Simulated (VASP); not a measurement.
## CoSi: single point with PBEsol

The system is CoSi.

```
CELL_PARAMETERS angstrom
2.74374 0.00000 0.00000
0.00000 2.74374 0.00000
0.00000 0.00000 2.74374
ATOMIC_POSITIONS crystal
Co 0.00000 0.00000 0.00000
Si 0.50000 0.50000 0.50000
```

This cell differs from its parent crystal: volume scaled by 0.96.

* Program: VASP 6.6.1
* Task: single point
* Functional: PBEsol
* Potentials or basis: VASP PAW PBE potentials, release 64 (Co, Si)
* Cutoff: 520 eV
* k mesh: 10 × 10 × 10
* Occupations: fermi-dirac, width 0.05 eV
* Spin: collinear spin, ferromagnetic start
* Starting moments: [2.0, 0.0] μB

- Pressure: 2.7 GPa
- Net moment: 0.48 μB per cell
- Site moments: Co +0.48; Si +0.01 μB
- Valence electrons inside the program's atomic spheres: Co 8.72; Si 1.60

Levels at points of the mesh, in eV from the Fermi level:
Spin up:
| k point | band 3 | band 4 | band 5 | band 6 | band 7 | band 8 | band 9 | band 10 | band 11 | band 12 |
| --- | --- | --- | --- | --- | --- | --- | --- | --- | --- | --- |
| (0.00, 0.00, 0.00) | -4.33 | -1.61 | -1.61 | -1.61 | 3.09 | 3.09 | 3.09 | 7.57 | 7.57 | 12.72 |
| (0.50, 0.00, 0.00) | -3.53 | -2.93 | -2.93 | -1.45 | -0.66 | 6.62 | 8.43 | 8.43 | 9.56 | 9.56 |
| (0.50, 0.50, 0.00) | -5.46 | -4.40 | -2.47 | -2.47 | -0.99 | 1.58 | 1.79 | 8.42 | 13.79 | 14.84 |
| (0.50, 0.50, 0.50) | -6.24 | -1.41 | -0.95 | -0.95 | 1.19 | 1.19 | 1.19 | 3.64 | 3.64 | 3.64 |
Spin down:
```csv
k point,band 3,band 4,band 5,band 6,band 7,band 8,band 9,band 10
"(0.00, 0.00, 0.00)",-3.85,-1.27,-1.27,-1.27,3.12,3.12,3.12,7.81
"(0.50, 0.00, 0.00)",-2.96,-2.66,-2.66,-1.10,0.03,6.62,8.52,8.52
"(0.50, 0.50, 0.00)",-5.44,-4.04,-2.16,-2.16,-0.26,1.87,2.20,8.43
"(0.50, 0.50, 0.50)",-6.11,-1.39,-0.21,-0.21,1.23,1.23,1.23,3.88
```

It took 19 s on 1 thread of AMD EPYC 9R45 96-Core Processor (Zen 5), with other jobs on the host, peak memory 0.12 GiB.

Caveat: the PAW data sets were made with another functional, which shifts forces and pressure a little.
